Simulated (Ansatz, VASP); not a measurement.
**Si2C in VASP and in Ansatz**

Contents of INCAR:

```
PREC = Accurate ; ENCUT = 600
EDIFF = 1E-6 ; ISMEAR = 0
SIGMA = 0.1 ; LREAL = False
LASPH = True ; NELM = 80
ALGO = Normal ; ISIF = 3
LWAVE = False ; LCHARG = False
GGA = PE ; IBRION = 2
NSW = 100 ; EDIFFG = -0.01
```

KPOINTS

```
regular mesh
0
Gamma
  12 12 6
```

File POSCAR:

```
Si2C
1.0
    4.0422075434      0.0000000000      0.0000000000
   -2.0211037717      3.5006544200      0.0000000000
    0.0000000000      0.0000000000      7.1708363119
Si C
4 2
Direct
    0.3333333333      0.6666666667      0.7350377192
    0.3333333333      0.6666666667      0.2649622808
    0.6666666667      0.3333333333      0.7350377192
    0.6666666667      0.3333333333      0.2649622808
    0.3333333333      0.6666666667      0.0000000000
    0.6666666667      0.3333333333      0.0000000000
```

Input for Ansatz:

```yaml
crystal:
  lattice:
    - [4.0422075434, 0.0, 0.0]
    - [-2.0211037717, 3.50065442, 0.0]
    - [0.0, 0.0, 7.1708363119]
  atoms:
    - { symbol: Si, position: [0.3333333333, 0.6666666667, 0.7350377192] }
    - { symbol: Si, position: [0.3333333333, 0.6666666667, 0.2649622808] }
    - { symbol: Si, position: [0.6666666667, 0.3333333333, 0.7350377192] }
    - { symbol: Si, position: [0.6666666667, 0.3333333333, 0.2649622808] }
    - { symbol: C, position: [0.3333333333, 0.6666666667, 0.0] }
    - { symbol: C, position: [0.6666666667, 0.3333333333, 0.0] }
basis:
  ecutwfc: 420
kpoints:
  mp_grid: { grid: [12, 12, 6] }
hamiltonian:
  xc: pbe
scf:
  occupations: { method: gaussian, width: 0.1 }
output:
  forces: true
  stress: true
  eigenvalues: true
  write_density: true
  write_potential: true
  elf: true
  volumetric_format: npy
relax:
  adjacent_minimum: "off"
  f_tol: 0.01
  max_steps: 80
  cell: { stress_tol: 0.05 }
```

Alike in both runs: task relaxation of cell and atoms; functional PBE; k mesh 12 × 12 × 6; occupations gaussian, width 0.1 eV; no spin polarisation.

|  | VASP | Ansatz |
| --- | --- | --- |
| version | VASP 6.6.1 | Ansatz 0.2.0 |
| potentials or method | VASP PAW PBE potentials, release 64 (Si, C), cutoff 600 eV | scalar-relativistic, plane waves, PAW |
| valence electrons in the cell | 24 | 24 |

|  | VASP | Ansatz | Ansatz less VASP |
| --- | --- | --- | --- |
| gap on the k mesh at the Fermi level, each at its own relaxed structure (eV) | none | none | - |
| relaxed volume (Å³/atom) | 16.86 | 16.91 | +0.043 |
| relaxed cell length with the largest relative difference (Å) | 7.178 | 7.186 | +0.0077 |

A gap of «none» marks a metal or a gap that the smearing closes.
